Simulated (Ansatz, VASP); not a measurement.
# ScCu: VASP beside Ansatz

```
Sc Cu
1.0
     3.14363    0.00000    0.00000
     0.00000    3.14363    0.00000
     0.00000    0.00000    3.14363
Sc Cu
1 1
Direct
  0.50000 0.50000 0.50000
  0.00000 0.00000 0.00000
```

Change from the starting cell: volume scaled by 0.9, LAPW.

Alike in both runs: task single point; functional PBEsol; k mesh 11 × 11 × 11; occupations fermi-dirac, width 0.05 eV; no spin polarisation.

|  | VASP | Ansatz |
| --- | --- | --- |
| version | VASP 6.6.1 | Ansatz 0.2.0 |
| potentials or method | VASP PAW PBE potentials, release 64 (Sc_sv, Cu), cutoff 520 eV | all-electron LAPW, scalar-relativistic |

|  | VASP | Ansatz | Ansatz less VASP |
| --- | --- | --- | --- |
| pressure (GPa) | 7.3 | 6.9 | -0.42 |

VASP's potentials were made for PBE, not for PBEsol. Ansatz ran all-electron here, and VASP with PAW potentials.
